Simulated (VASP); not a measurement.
Set up this calculation in VASP 6.6.1, as the native input.

```yaml
Task: single point
Functional: PBE
Potentials_or_basis: VASP PAW PBE potentials, release 64 (Mn_pv, W_sv, Cl)
Cutoff: 520 eV
k_mesh: 4 × 4 × 4
Occupations: gaussian, width 0.1 eV
Spin: collinear spin, ferromagnetic start
Starting_moments: "[4.0, 0.0, 0.0, 0.0, 0.0, 0.0, 0.0, 0.0] μB"
Dipole_correction: no
Further_INCAR_settings: ALGO = Normal; EDIFF = 1e-06; NBANDS = 48
```

The structure of MnWCl6 lies in POSCAR:

```
MnWCl6
1.0
    0.0000000000      4.8751623943      4.8751623943
    4.8751623943      0.0000000000      4.8751623943
    4.8751623943      4.8751623943      0.0000000000
Mn W Cl
1 1 6
Direct
    0.0000000000      0.0000000000      0.0000000000
    0.5000000000      0.5000000000      0.5000000000
    0.7434829109      0.2565170891      0.2565170891
    0.2565170891      0.7434829109      0.7434829109
    0.2565170891      0.7434829109      0.2565170891
    0.7434829109      0.2565170891      0.7434829109
    0.2565170891      0.2565170891      0.7434829109
    0.7434829109      0.7434829109      0.2565170891
```

The input as run:

INCAR

```
ALGO = Normal
EDIFF = 1E-6
ENCUT = 520
GGA = PE
ISIF = 2
ISMEAR = 0
ISPIN = 2
LASPH = True
LCHARG = False
LMAXMIX = 4
LORBIT = 11
LREAL = False
LWAVE = False
MAGMOM = 4 0 0 0 0 0 0 0
NBANDS = 48
NELM = 150
PREC = Accurate
SIGMA = 0.1
```

KPOINTS

```
k-points
0
Gamma
  4 4 4
```

Potentials or basis: VASP PAW PBE potentials, release 64 (Mn_pv, W_sv, Cl).

The run is started by

```console
$ cat potpaw_PBE.64/Mn_pv/POTCAR potpaw_PBE.64/W_sv/POTCAR potpaw_PBE.64/Cl/POTCAR > POTCAR
$ mpirun -np 1 vasp_std > vasp.out
```

It gave:

- Pressure: 0.1 GPa
- Band gap on the k mesh: zero (filled and empty bands overlap)
- Net moment: 3.00 μB per cell
- Site moments: Mn +4.31; W -1.28; Cl +0.01 μB
- Valence electrons inside the program's atomic spheres: Mn 11.26; W 11.71; Cl 5.13

Caveat: spin-orbit coupling is left out, which moves the levels of the heavy elements; a cell with one magnetic atom can't hold antiferromagnetic order, which such compounds often take; semilocal functionals often make such compounds metallic where correlation or magnetic order opens a gap, which also shifts bond lengths.

It took 4.7 min on 1 thread of AMD EPYC 7R43 64-Core Processor (Zen 3), on a shared host, peak memory 0.53 GiB.
